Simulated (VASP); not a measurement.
## C: single point with PBE+D3(BJ)

System: C, a slab with vacuum.

```
C
1.0
     2.46570   -0.00001    0.00000
     1.23286    2.24212    0.00000
     0.00000    0.00000   26.00154
C
2
Direct
  0.16612 0.16463 0.50000
  0.49846 0.49995 0.50000
```

This cell differs from its parent crystal: strain along y +0.050, then relaxed in part.

- Program: VASP 6.6.1
- Task: single point
- Functional: PBE
- Dispersion: D3(BJ)
- Potentials or basis: VASP PAW PBE potentials, release 64 (C)
- Cutoff: 520 eV
- k mesh: 21 × 21 × 1
- Occupations: gaussian, width 0.1 eV
- Spin: no spin polarisation
- Dipole correction: yes
- Further INCAR settings: ALGO = Normal; EDIFF = 1e-07; NBANDS = 11

```yaml
Largest_force: 0.007 eV/Å
Dispersion_energy_per_atom: -0.086 eV
```

Forces on the atoms (eV/Å):
```
C    0.000 -0.007  0.000
C    0.000  0.007  0.000
```

It took 12 min on 1 thread of Intel Xeon 8259CL, on a shared host, peak memory 0.35 GiB.

Caveat: the cell differs from its parent crystal (strain along y +0.050, then relaxed in part).
